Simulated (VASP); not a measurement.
Write the native input for VASP 6.6.1 that does the following.

- Task: single point
- Functional: PBE
- Potentials or basis: VASP PAW PBE potentials, release 64 (Ir)
- Cutoff: 520 eV
- k mesh: 18 × 18 × 14
- Occupations: gaussian, width 0.1 eV
- Spin: no spin polarisation
- Dipole correction: no
- Further INCAR settings: ALGO = Fast; EDIFF = 1e-07; NBANDS = 16

The structure of Ir lies in POSCAR:

```
Ir
1.0
    1.8966197838      1.8966197838      0.0000000000
   -1.8966197838      1.8966197838      0.0000000000
    0.0000000000      0.0000000000      3.9171004514
Ir
2
Direct
    0.0000000000      0.0000000000      0.0000000000
    0.5000000000      0.5000000000      0.5000000000
```

This cell differs from its parent crystal: biaxial strain in the a-b plane: -2.0 %.

One way to write it, as run:

INCAR

```
  ALGO = Fast
  EDIFF = 1E-7
  ENCUT = 520
  GGA = PE
  ISIF = 2
  ISMEAR = 0
  LASPH = T
  LCHARG = T
  LELF = T
  LREAL = F
  LVHAR = T
  LWAVE = F
  NBANDS = 16
  NELM = 80
  PREC = Accurate
  SIGMA = 0.1
```

KPOINTS

```
k-points
0
Gamma
  18 18 14
```

Potentials or basis: VASP PAW PBE potentials, release 64 (Ir).

Launch:

```console
$ cat potpaw_PBE.64/Ir/POTCAR > POTCAR
$ mpirun -np 1 vasp_std > vasp.out
```

It gave:

```yaml
Pressure: 11.5 GPa
Band_gap_on_the_k_mesh: zero (bands 9 and 10 overlap by 3.53 eV)
```

Caveat: the cell differs from its parent crystal (biaxial strain in the a-b plane: -2.0 %); the cell stands under pressure; spin-orbit coupling is left out, which moves the levels of the heavy elements.

Wall time 93 s on 1 thread of Intel(R) Xeon(R) 6975P-C (Granite Rapids), with other jobs on the host, peak memory 0.27 GiB.
